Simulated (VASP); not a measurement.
# ZrN (Fm-3m) in VASP: further runs

The runs below take ZrN through single point, with PBEsol.

Program: VASP 6.6.1. These are calculated values, not measurements. Logs are shortened: lines on timing, memory, paths and dates and some standing lists are left out, and cuts for length are marked.

### 1 The cell of the first run

The structure is cubic, space group Fm-3m (No. 225). The conventional cell has a = 4.600 Å, b = 4.600 Å, c = 4.600 Å, α = 90.00°, β = 90.00°, γ = 90.00°. Within 3.0 Å of Zr (site symmetry m-3m) lie 6 N at 2.30 Å. N (site symmetry m-3m) has 6 Zr at 2.30 Å within 3.0 Å.

### 2 Single point, PBEsol

Input file INCAR:

```
PREC = Accurate
ENCUT = 600
EDIFF = 1E-6
ISMEAR = 1
SIGMA = 0.05
LREAL = False
LASPH = True
NELM = 120
ALGO = Normal
ISIF = 2
LWAVE = False
LCHARG = False
GGA = PS
NBANDS = 16
GGA_COMPAT = False
```

Input file KPOINTS:

```
regular mesh
0
Gamma
  8 8 8
```

Input file POSCAR:

```
ZrN
1.0
    0.0000000000      2.3000000000      2.3000000000
    2.3000000000      0.0000000000      2.3000000000
    2.3000000000      2.3000000000      0.0000000000
Zr N
1 1
Direct
    0.5000000000      0.5000000000      0.5000000000
    0.0000000000      0.0000000000      0.0000000000
```

Potentials or basis: VASP PAW PBE potentials, release 64 (Zr_sv, N).

The run is started by

```sh
cat potpaw_PBE.64/Zr_sv/POTCAR potpaw_PBE.64/N/POTCAR > POTCAR
mpirun -np 1 vasp_std > vasp.out
```

OUTCAR:

```text
PREC = Accurate
   ENCUT = 600
   EDIFF = 1E-6
   ISMEAR = 1
   LREAL = False
   LASPH = True
   NELM = 120
   ISIF = 2
   GGA = PS

 ion  position               nearest neighbor table
   1  0.500  0.500  0.500-   2 2.30   2 2.30   2 2.30   2 2.30   2 2.30   2 2.30
   2  0.000  0.000  0.000-   1 2.30   1 2.30   1 2.30   1 2.30   1 2.30   1 2.30

  LATTYP: Found a face centered cubic cell.
 ALAT       =     4.6000000000

  Lattice vectors:

 A1 = (   0.0000000000,   2.3000000000,   2.3000000000)
 A2 = (   2.3000000000,   0.0000000000,   2.3000000000)
 A3 = (   2.3000000000,   2.3000000000,   0.0000000000)

Analysis of symmetry for initial positions (statically):
=====================================================================
 Subroutine PRICEL returns:
 Original cell was already a primitive cell.

 Routine SETGRP: Setting up the symmetry group for a
 face centered cubic supercell.

 Subroutine GETGRP returns: Found 48 space group operations
 (whereof 48 operations were pure point group operations)
 out of a pool of 48 trial point group operations.

The static configuration has the point symmetry O_h .

Analysis of symmetry for dynamics (positions and initial velocities):
=====================================================================
 Subroutine PRICEL returns:
 Original cell was already a primitive cell.

 Routine SETGRP: Setting up the symmetry group for a
 face centered cubic supercell.

 Subroutine GETGRP returns: Found 48 space group operations
 (whereof 48 operations were pure point group operations)
 out of a pool of 48 trial point group operations.

The dynamic configuration has the point symmetry O_h .

 Subroutine INISYM returns: Found 48 space group operations
 (whereof 48 operations are pure point group operations),
 and found     1 'primitive' translations

----------------------------------------------------------------------------------------

                                     Primitive cell

  volume of cell :      24.3340

  direct lattice vectors                    reciprocal lattice vectors
     0.000000000  2.300000000  2.300000000    -0.217391304  0.217391304  0.217391304
     2.300000000  0.000000000  2.300000000     0.217391304 -0.217391304  0.217391304
     2.300000000  2.300000000  0.000000000     0.217391304  0.217391304 -0.217391304

  length of vectors
     3.252691193  3.252691193  3.252691193     0.376532784  0.376532784  0.376532784

  position of ions in fractional coordinates (direct lattice)
     0.500000000  0.500000000  0.500000000
     0.000000000  0.000000000  0.000000000

  ion indices of the primitive-cell ions
   primitive index   ion index
                 1           1
                 2           2

----------------------------------------------------------------------------------------

 KPOINTS: regular mesh

Automatic generation of k-mesh.
 Grid dimensions read from file:
 generate k-points for:    8    8    8

 Generating k-lattice:

  Cartesian coordinates                     Fractional coordinates (reciprocal lattice)
    -0.027173913  0.027173913  0.027173913     0.125000000  0.000000000  0.000000000
     0.027173913 -0.027173913  0.027173913     0.000000000  0.125000000  0.000000000
     0.027173913  0.027173913 -0.027173913     0.000000000  0.000000000  0.125000000

  Length of vectors
     0.047066598  0.047066598  0.047066598

  Shift w.r.t. Gamma in fractional coordinates (k-lattice)
     0.000000000  0.000000000  0.000000000

 Subroutine IBZKPT returns following result:
 ===========================================

 Found     29 irreducible k-points:

 Following reciprocal coordinates:
            Coordinates               Weight
  0.000000  0.000000  0.000000      1.000000
  0.125000  0.000000  0.000000      8.000000
  0.250000  0.000000  0.000000      8.000000
  0.375000  0.000000  0.000000      8.000000
  0.500000  0.000000  0.000000      4.000000
  0.125000  0.125000  0.000000      6.000000
[... 16 lines left out ...]
  0.500000  0.250000  0.125000     48.000000
 -0.375000  0.250000  0.125000     24.000000
 [... further k-points ...]
   k-points           NKPTS =     29   k-points in BZ     NKDIM =     29   number of bands    NBANDS=     16
   number of dos      NEDOS =    301   number of ions     NIONS =      2
   total plane-waves  NPLWV =  21952
   dimension x,y,z NGX =    28 NGY =   28 NGZ =   28
   dimension x,y,z NGXF=    56 NGYF=   56 NGZF=   56
   ions per type =               1   1
   NGX,Y,Z   is equivalent  to a cutoff of  14.31, 14.31, 14.31 a.u.
   NGXF,Y,Z  is equivalent  to a cutoff of  28.62, 28.62, 28.62 a.u.
 SYSTEM =  unknown system
   PREC   = accura    normal or accurate (medium, high low for compatibility)
   ISTART =      0    job   : 0-new  1-cont  2-samecut
   ICHARG =      2    charge: 1-file 2-atom 10-const
   ISPIN  =      1    spin polarized calculation?
   LNONCOLLINEAR =      F non collinear calculations
   LSORBIT =      F    spin-orbit coupling
   LASPH  =      T    aspherical Exc in radial PAW
   ENCUT  =  600.0 eV  44.10 Ry    6.64 a.u.   6.50  6.50  6.50*2*pi/ulx,y,z
   NELM   =    120;   NELMIN=  2; NELMDL= -5     # of ELM steps
   EDIFF  = 0.1E-05   stopping-criterion for ELM
   LREAL  =      F    real-space projection
   EDIFFG = 0.1E-04   stopping-criterion for IOM
   NSW    =      0    number of steps for IOM
   IBRION =     -1    ionic relax: 0-MD 1-quasi-New 2-CG
   NFREE  =      0    steps in history (QN), initial steepest desc. (CG)
   ISIF   =      2    stress and relaxation
   ISYM   =      2    0-nonsym 1-usesym 2-fastsym
   POTIM  = 0.5000    time-step for ionic-motion
   TEBEG  =    0.0;   TEEND  =   0.0 temperature during run
   PSTRESS=    0.0 pullay stress
   NELECT =      17.0000    total number of electrons
   NUPDOWN=      -1.0000    fix difference up-down
   EMIN   =  10.00;   EMAX   =-10.00  energy-range for DOS
   EFERMI =   0.00;   METHOD = LEGACY
   ISMEAR =     1;   SIGMA  =   0.05  broadening in eV -4-tet -1-fermi 0-gaus
   EFERMI_NEDOS =   21; number of points for ismear=-14 and -15
   IALGO  =     38    algorithm
   IMIX   =      4    mixing-type and parameters
     AMIX     =   0.40;   BMIX     =  1.00
     AMIX_MAG =   1.60;   BMIX_MAG =  1.00
  volume/ion in A,a.u.               =      12.17        82.11
  Fermi-wavevector in a.u.,A,eV,Ry     =   1.452624  2.745062 28.709889  2.110117
  Thomas-Fermi vector in A             =   2.569985
   LORBIT       =      0    0 simple, 1 ext, 2 COOP (PROOUT), +10 PAW based schemes
   GGA     = PS    functional components
   LHFCALC =     F    Hartree Fock is set to
   AEXX    =    0.0000 exact exchange contribution
   IVDW    =     0    specifies the selected vdW correction
   LEPSILON=     F    determine dielectric tensor
   LRPA    =     F    only Hartree local field effects (RPA)
 non-spin polarized calculation
 Methfessel and Paxton  Order N= 1 SIGMA  =   0.05
  energy-cutoff  :      600.00
  volume of cell :       24.33
 maximum number of plane-waves:       869
 NGX is ok and might be reduce to    28
   NGX = 13   NGY = 13   NGZ = 13

 number of electron      17.0000000 magnetization

 Free energy of the ion-electron system (eV)
  ---------------------------------------------------
  ext. energy  EPLUGINS =         0.00000000
  ---------------------------------------------------
  free energy    TOTEN  =       -21.51658785 eV

  energy without entropy =      -21.51608409  energy(sigma->0) =      -21.51641993

 E-fermi :  11.6873     XC(G=0): -12.6284

 val. band max:       11.6351429493   @ k =   0.1250   0.0000   0.0000
 cond. band min:      11.7069293309   @ k =   0.3750   0.1250   0.0000
 fundamental gap:      0.0717863817
 Fermi energy:        11.6873266009

 k-point     1 :       0.0000    0.0000    0.0000
  band No.  band energies     occupation
      1     -37.7964      2.00000
      2     -15.4545      2.00000
      3     -15.4545      2.00000
      4     -15.4545      2.00000
      5      -4.4594      2.00000
      6       9.0858      2.00000
[... 8 lines left out ...]
     15      20.7890      0.00000
     16      34.0397      0.00000

 k-point     2 :       0.1250    0.0000    0.0000
  band No.  band energies     occupation
      1     -37.7765      2.00000
      2     -15.6380      2.00000
      3     -15.4682      2.00000
      4     -15.4682      2.00000
      5      -4.1536      2.00000
      6       7.9383      2.00000
[... 8 lines left out ...]
     15      21.7903      0.00000
     16      31.3250      0.00000

 k-point     3 :       0.2500    0.0000    0.0000
  band No.  band energies     occupation
      1     -37.7282      2.00000
      2     -16.0542      2.00000
      3     -15.5013      2.00000
      4     -15.5013      2.00000
      5      -3.4080      2.00000
      6       6.0988      2.00000
[... 8 lines left out ...]
     15      23.6603      0.00000
     16      28.6336      0.00000

 k-point     4 :       0.3750    0.0000    0.0000
  band No.  band energies     occupation
      1     -37.6792      2.00000
      2     -16.4391      2.00000
      3     -15.5340      2.00000
      4     -15.5340      2.00000
      5      -2.6166      2.00000
      6       4.6369      2.00000
[... 8 lines left out ...]
     15      24.0696      0.00000
     16      25.3564      0.00000

 k-point     5 :       0.5000    0.0000    0.0000
  band No.  band energies     occupation
      1     -37.6588      2.00000
      2     -16.5909      2.00000
      3     -15.5473      2.00000
      4     -15.5473      2.00000
      5      -2.2580      2.00000
      6       4.0596      2.00000
[... 8 lines left out ...]
     15      23.8221      0.00000
     16      23.8221      0.00000

 k-point     6 :       0.1250    0.1250    0.0000
  band No.  band energies     occupation
      1     -37.7699      2.00000
      2     -15.6276      2.00000
      3     -15.5065      2.00000
      4     -15.5065      2.00000
      5      -4.0877      2.00000
      6       7.2088      2.00000
[... 8 lines left out ...]
     15      22.1164      0.00000
     16      31.0236      0.00000

 k-point     7 :       0.2500    0.1250    0.0000
  band No.  band energies     occupation
      1     -37.7312      2.00000
      2     -15.9309      2.00000
      3     -15.5568      2.00000
      4     -15.5350      2.00000
      5      -3.5922      2.00000
      6       6.0876      2.00000
[... 8 lines left out ...]
     15      23.7963      0.00000
     16      28.2058      0.00000

 k-point     8 :       0.3750    0.1250    0.0000
  band No.  band energies     occupation
      1     -37.6825      2.00000
      2     -16.2992      2.00000
      3     -15.5896      2.00000
      4     -15.5855      2.00000
      5      -2.9553      2.00000
      6       5.1382      2.00000
[... 8 lines left out ...]
     15      24.0648      0.00000
     16      25.7668      0.00000

 k-point     9 :       0.5000    0.1250    0.0000
  band No.  band energies     occupation
      1     -37.6525      2.00000
      2     -16.5105      2.00000
      3     -15.6434      2.00000
      4     -15.5861      2.00000
      5      -2.5262      2.00000
      6       4.5093      2.00000
[... 8 lines left out ...]
     15      23.5688      0.00000
     16      24.3711      0.00000
[... 172 lines left out ...]
 k-point    19 :       0.5000    0.3750    0.0000
  band No.  band energies     occupation
      1     -37.6215      2.00000
      2     -16.3104      2.00000
      3     -15.8637      2.00000
      4     -15.7681      2.00000
      5      -3.6838      2.00000
      6       6.7943      2.00000
[... 8 lines left out ...]
     15      22.1632      0.00000
     16      26.4469      0.00000

 k-point    20 :      -0.3750    0.3750    0.0000
  band No.  band energies     occupation
      1     -37.6183      2.00000
      2     -16.2084      2.00000
      3     -16.0777      2.00000
      4     -15.7148      2.00000
      5      -3.3564      2.00000
      6       6.2169      2.00000
[... 8 lines left out ...]
     15      22.1460      0.00000
     16      24.5394      0.00000

 k-point    21 :       0.5000    0.5000    0.0000
  band No.  band energies     occupation
      1     -37.6150      2.00000
      2     -16.3617      2.00000
      3     -15.8048      2.00000
      4     -15.8048      2.00000
      5      -3.9059      2.00000
      6       7.1422      2.00000
[... 8 lines left out ...]
     15      21.3201      0.00000
     16      27.3224      0.00000

 k-point    22 :       0.3750    0.2500    0.1250
  band No.  band energies     occupation
      1     -37.6923      2.00000
      2     -16.1231      2.00000
      3     -15.7002      2.00000
      4     -15.5578      2.00000
      5      -3.2554      2.00000
      6       5.5215      2.00000
[... 8 lines left out ...]
     15      24.8289      0.00000
     16      25.2359      0.00000

 k-point    23 :       0.5000    0.2500    0.1250
  band No.  band energies     occupation
      1     -37.6530      2.00000
      2     -16.3201      2.00000
      3     -15.7997      2.00000
      4     -15.6106      2.00000
      5      -2.9412      2.00000
      6       5.2092      2.00000
[... 8 lines left out ...]
     15      23.5451      0.00000
     16      24.5702      0.00000

 k-point    24 :      -0.3750    0.2500    0.1250
  band No.  band energies     occupation
      1     -37.6367      2.00000
      2     -16.4042      2.00000
      3     -15.8251      2.00000
      4     -15.6434      2.00000
      5      -2.8178      2.00000
      6       5.0684      2.00000
[... 8 lines left out ...]
     15      23.2047      0.00000
     16      24.5145      0.00000

 [... further k-points ...]
[... 5 lines left out ...]
  --------------------------------------------------------------------------------------
  -------------------------------------------------------------------------------------
  Total       -1.1275186     -1.1275186     -1.1275186     -0.0000000      0.0000000      0.0000000
  in kB      -74.2370679    -74.2370679    -74.2370679     -0.0000000      0.0000000      0.0000000
  external PRESSURE =     -74.2370679 kB  Pullay stress =       0.0000000 kB

 VOLUME and BASIS-vectors are now :
 -----------------------------------------------------------------------------
  energy-cutoff  :      600.00
  volume of cell :       24.33
      direct lattice vectors                 reciprocal lattice vectors
     0.000000000  2.300000000  2.300000000    -0.217391304  0.217391304  0.217391304
     2.300000000  0.000000000  2.300000000     0.217391304 -0.217391304  0.217391304
     2.300000000  2.300000000  0.000000000     0.217391304  0.217391304 -0.217391304

 POSITION                                       TOTAL-FORCE (eV/Angst)
 -----------------------------------------------------------------------------------
      2.30000      2.30000      2.30000        -0.000000      0.000000     -0.000000
      0.00000      0.00000      0.00000         0.000000     -0.000000      0.000000
 -----------------------------------------------------------------------------------
    total drift:                                0.000000      0.000000      0.000000

  FREE ENERGIE OF THE ION-ELECTRON SYSTEM (eV)
  ---------------------------------------------------
  free  energy   TOTEN  =       -21.5165878517 eV

  energy  without entropy=      -21.5160840858  energy(sigma->0) =      -21.51641993
```

Run time: 37 s. Hardware: 1 thread of AMD EPYC 7R13, shared host; peak memory 0.13 GiB.

Results:

| Property | Result |
| --- | --- |
| Free energy | -21.5166 eV |
| Pressure | -7.4 GPa |

Caveat: the PAW data sets were made with another functional, which shifts forces and pressure a little.

(Part 1 of 2 ends here.)
